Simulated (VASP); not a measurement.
# Na33Cl32 (a cell with a defect) in VASP: a series of runs, part 2 of 2

VASP 6.6.1. Earlier steps stand in the parts before.

## 3. Single point, PBEsol

INCAR reads:

```
SYSTEM = Na33Cl32
PREC = Accurate
ENCUT = 400
EDIFF = 1E-6
ISMEAR = -1
SIGMA = 0.05
LREAL = Auto
LASPH = .True.
NELM = 120
ALGO = Normal
ISIF = 2
LWAVE = .False.
LCHARG = .False.
GGA = PS
NELECT = 456.0
ISYM = -1
NBANDS = 266
GGA_COMPAT = .False.
```

KPOINTS reads:

```
explicit points
1
Reciprocal
  0.25000000   0.25000000   0.25000000 1
```

POSCAR reads:

```
Na33Cl32
1.0
   11.2000000000      0.0000000000      0.0000000000
    0.0000000000     11.2000000000      0.0000000000
    0.0000000000      0.0000000000     11.2000000000
Cl Na
32 33
Direct
    0.2501900000      0.0000500000      0.0000790000
    0.2485030000      0.9933310000      0.5016770000
    0.2484290000      0.5016640000      0.9933710000
    0.2429420000      0.5064460000      0.5064180000
    0.7502440000      0.9998950000      0.9999610000
    0.7501160000      0.9997330000      0.4999510000
    0.7500280000      0.4998860000      0.9998770000
    0.7565750000      0.5014060000      0.5015060000
    0.9999250000      0.2502620000      0.0000850000
    0.9932740000      0.2485480000      0.5016800000
    0.9998210000      0.7502980000      0.9999570000
    0.9996530000      0.7501620000      0.4999240000
    0.5015530000      0.2485010000      0.9934490000
    0.5065020000      0.2430660000      0.5066060000
    0.4997730000      0.7501110000      0.9998320000
    0.5013010000      0.7566210000      0.5014620000
    0.9999490000      0.0000360000      0.2503040000
    0.9998460000      0.9999400000      0.7503430000
    0.9931790000      0.5016520000      0.2485550000
    0.9996990000      0.4999100000      0.7501810000
    0.5015720000      0.9932570000      0.2485740000
    0.4998330000      0.9997480000      0.7502380000
    0.5062490000      0.5062200000      0.2433300000
    0.5013230000      0.5014350000      0.7567730000
    0.2434750000      0.2438370000      0.2436720000
    0.2484230000      0.2485090000      0.7569600000
    0.2483690000      0.7568640000      0.2484910000
    0.2499610000      0.7502010000      0.7501750000
    0.7568200000      0.2484100000      0.2485950000
    0.7501250000      0.2500810000      0.7502900000
    0.7500440000      0.7500820000      0.2501260000
    0.7499250000      0.7499850000      0.7500800000
    0.0001240000      0.0002150000      0.0002450000
    0.9970350000      0.9970800000      0.5002730000
    0.9969630000      0.5002350000      0.9971080000
    0.9985900000      0.5004480000      0.5004690000
    0.5001950000      0.9970270000      0.9971520000
    0.5004230000      0.9986920000      0.5004990000
    0.5003240000      0.5004090000      0.9988500000
    0.5224290000      0.5224590000      0.5226090000
    0.2496760000      0.2497970000      0.9990170000
    0.2274420000      0.2275120000      0.5228740000
    0.2498430000      0.7531130000      0.9970880000
    0.2493220000      0.7511330000      0.5003820000
    0.7529920000      0.2499490000      0.9971850000
    0.7510940000      0.2494280000      0.5005160000
    0.7498480000      0.7499210000      0.0000490000
    0.7528040000      0.7528980000      0.5000480000
    0.2497060000      0.9990420000      0.2498170000
    0.2499140000      0.9970830000      0.7531400000
    0.2273860000      0.5226780000      0.2276260000
    0.2493730000      0.5004230000      0.7511220000
    0.7530110000      0.9969750000      0.2500110000
    0.7498950000      0.9999860000      0.7499870000
    0.7509920000      0.5003160000      0.2495470000
    0.7528500000      0.4999770000      0.7530330000
    0.9988400000      0.2497770000      0.2498230000
    0.9970230000      0.2499890000      0.7531370000
    0.9969600000      0.7530730000      0.2499950000
    0.9999000000      0.7499740000      0.7499670000
    0.5227160000      0.2274870000      0.2276480000
    0.5003400000      0.2494540000      0.7512310000
    0.5002520000      0.7509930000      0.2494860000
    0.4998890000      0.7528970000      0.7529700000
    0.3749320000      0.3748950000      0.3752770000
```

Potentials or basis: VASP PAW PBE potentials, release 64 (Cl, Na_pv).

On the command line:

```console
> cat potpaw_PBE.64/Cl/POTCAR potpaw_PBE.64/Na_pv/POTCAR > POTCAR
> mpirun -np 1 vasp_std > vasp.out
```

Run time: 8.1 min. Hardware: 1 thread of Intel Xeon Platinum 8488C (Sapphire Rapids), shared host; peak memory 0.99 GiB.

It converged, with:

| Property | Result |
| --- | --- |
| Free energy | -217.8565 eV |
| Largest force | 0.045 eV/Å |

Forces on the atoms (eV/Å):
```
Cl   0.000 -0.001 -0.001
Cl  -0.004  0.002  0.004
Cl  -0.004  0.005  0.002
Cl   0.024 -0.023 -0.024
Cl  -0.003  0.003  0.003
Cl   0.000  0.000 -0.001
Cl   0.000 -0.001  0.000
Cl  -0.002  0.004  0.004
Cl  -0.001  0.000 -0.001
Cl   0.001 -0.004  0.005
Cl   0.003 -0.003  0.002
Cl   0.000  0.000 -0.001
Cl   0.005 -0.003  0.001
Cl  -0.025  0.025 -0.025
Cl   0.000  0.000  0.000
Cl   0.004 -0.002  0.004
Cl   0.000 -0.001  0.000
Cl   0.003  0.003 -0.003
Cl   0.002  0.004 -0.003
Cl   0.000 -0.001  0.000
Cl   0.004  0.002 -0.003
Cl   0.000  0.000  0.000
Cl  -0.022 -0.021  0.021
Cl   0.004  0.004 -0.002
Cl   0.027  0.024  0.026
Cl  -0.005 -0.005 -0.002
Cl  -0.005 -0.002 -0.004
Cl   0.001  0.000  0.000
Cl  -0.003 -0.004 -0.005
Cl   0.000  0.000  0.000
Cl   0.000  0.001  0.000
Cl  -0.002 -0.001 -0.002
Na   0.001  0.001  0.001
Na  -0.001 -0.001 -0.002
Na  -0.001 -0.002 -0.001
Na   0.005  0.000  0.000
Na  -0.002  0.000 -0.001
Na   0.000  0.005  0.000
Na   0.000  0.000  0.005
Na   0.004  0.005  0.004
Na  -0.001 -0.001  0.005
Na  -0.006 -0.006  0.007
Na   0.002  0.000  0.000
Na   0.000 -0.006  0.000
Na   0.001  0.001 -0.001
Na  -0.005  0.000  0.000
Na  -0.001 -0.001  0.002
Na   0.001  0.001 -0.001
Na  -0.001  0.005 -0.001
Na   0.001 -0.001  0.001
Na  -0.004  0.007 -0.005
Na   0.000  0.000 -0.005
Na   0.001  0.000  0.002
Na  -0.002  0.002 -0.001
Na  -0.006  0.000  0.000
Na   0.000 -0.001  0.000
Na   0.006 -0.001 -0.001
Na  -0.001  0.001  0.001
Na  -0.001  0.001  0.002
Na   0.001 -0.001 -0.001
Na   0.006 -0.005 -0.005
Na   0.000  0.000 -0.005
Na   0.000 -0.005  0.000
Na  -0.001  0.001  0.001
Na  -0.002 -0.003 -0.001
```

Levels at points of the mesh, in eV from the Fermi level:
| k point | band 226 | band 227 | band 228 | band 229 | band 230 | band 231 |
| --- | --- | --- | --- | --- | --- | --- |
| (0.25, 0.25, 0.25) | -5.82 | -5.82 | -0.43 | 0.43 | 0.67 | 0.67 |

Caveat: the cell carries a net charge on a neutralising background, which shifts energy and pressure; the cell is charged against a uniform background, so pressure and absolute levels hang on convention; the PAW data sets were made with another functional, which shifts forces and pressure a little.
